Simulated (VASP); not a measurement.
A run of VASP 6.6.1:

File INCAR:

```
  ALGO = Normal
  EDIFF = 1E-6
  ENCUT = 520
  GGA = PS
  ISIF = 2
  ISMEAR = 0
  IVDW = 12
  LASPH = True
  LCHARG = True
  LELF = True
  LREAL = False
  LVHAR = True
  LWAVE = False
  NBANDS = 12
  NELM = 100
  PREC = Accurate
  SIGMA = 0.15
```

File KPOINTS:

```
k-points
0
Gamma
  24 24 24
```

File POSCAR:

```
P
1.0
   -1.7719373659      2.3965741429      1.6961715622
    1.7719373659     -2.3965741429      1.6961715622
    1.7719373659      2.3965741429     -1.6961715622
P
2
Direct
    0.7673866800      0.0173866800      0.7500000000
    0.2326133200      0.9826133200      0.2500000000
```

Potentials or basis: VASP PAW PBE potentials, release 64 (P).

Launch:

```bash
$ cat potpaw_PBE.64/P/POTCAR > POTCAR
$ mpirun -np 1 vasp_std > vasp.out
```

Hardware: 1 thread of Intel(R) Xeon(R) Platinum 8488C (Sapphire Rapids), on a shared host.

Estimate the wall time of this run.

It took 9.3 min on 1 thread of Intel(R) Xeon(R) Platinum 8488C (Sapphire Rapids), on a shared host, peak memory 0.59 GiB. Counts: scf iterations 10, k points 1963.
